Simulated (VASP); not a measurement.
A run of VASP 6.6.1 is set up as follows.

File INCAR:

```
SYSTEM = HgH3
PREC = Accurate
ENCUT = 520
EDIFF = 1E-6
ISMEAR = 0
SIGMA = 0.02
LREAL = .FALSE.
LASPH = .TRUE.
NELM = 60
ALGO = Normal
ISIF = 2
LWAVE = .FALSE.
LCHARG = .FALSE.
GGA = PE
NBANDS = 25
```

KPOINTS

```
regular mesh
0
G
  4 4 4
  0 0 0
```

File POSCAR:

```
HgH3
1.0
    7.1668522530      0.0000000000      0.0000000000
    0.0000000000      7.1668522530      0.0000000000
    0.0000000000      0.0000000000      7.1668522530
Hg H
2 6
Direct
    0.5000000000      0.5000000000      0.5000000000
    0.0000000000      0.0000000000      0.0000000000
    0.0524889845      0.5000000000      0.5000000000
    0.9475110155      0.5000000000      0.5000000000
    0.5000000000      0.0524889845      0.5000000000
    0.5000000000      0.9475110155      0.5000000000
    0.5000000000      0.5000000000      0.0524889845
    0.5000000000      0.5000000000      0.9475110155
```

Potentials or basis: VASP PAW PBE potentials, release 64 (Hg, H).

The run is started by

```console
$ cat potpaw_PBE.64/Hg/POTCAR potpaw_PBE.64/H/POTCAR > POTCAR
$ mpirun -np 1 vasp_std > vasp.out
```

**Question.** Estimate the pressure.

**Answer.** 0.0 GPa.

**Question.** Estimate the band gap on the k mesh.

**Answer.** 4.86 eV, direct.

**Question.** Predict the largest force.

**Answer.** 0.017 eV/Å.

Forces on the atoms (eV/Å):
```
Hg   0.000  0.000  0.000
Hg   0.000  0.000  0.000
H   -0.017  0.000  0.000
H    0.017  0.000  0.000
H    0.000 -0.017  0.000
H    0.000  0.017  0.000
H    0.000  0.000 -0.017
H    0.000  0.000  0.017
```

Caveat: spin-orbit coupling is left out, which moves the levels of the heavy elements. A hybrid or GW would open this gap; PBE tends to underestimate it.
